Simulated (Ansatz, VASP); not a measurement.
**One calculation of CdSe, two programs**

```
Cd Se
1.0
     0.00000    2.58957    2.58957
     2.58957    0.00000    2.58957
     2.58957    2.58957    0.00000
Cd Se
1 1
Cartesian
  0.0000 0.0000 0.0000
  1.2948 1.2948 1.2948
```

Change from the starting cell: volume scaled by 0.6, LAPW.

Alike in both runs: task single point; functional PBE; k mesh 8 × 8 × 8; occupations fermi-dirac, width 0.03 eV; no spin polarisation.

|  | VASP | Ansatz |
| --- | --- | --- |
| version | VASP 6.6.1 | Ansatz 0.2.0 |
| potentials or method | VASP PAW PBE potentials, release 64 (Cd, Se), cutoff 520 eV | all-electron LAPW, scalar-relativistic |

```csv
,VASP,Ansatz,Ansatz less VASP
gap on the k mesh at the Fermi level (eV),1.40,1.33,-0.072
pressure (GPa),86.9,84.6,-2.38
```

Both programs put the cell under a high pressure, so it lies far from rest at this level. Ansatz ran all-electron here, and VASP with PAW potentials.

Noted on VASP's run: the cell as given lies far from equilibrium.
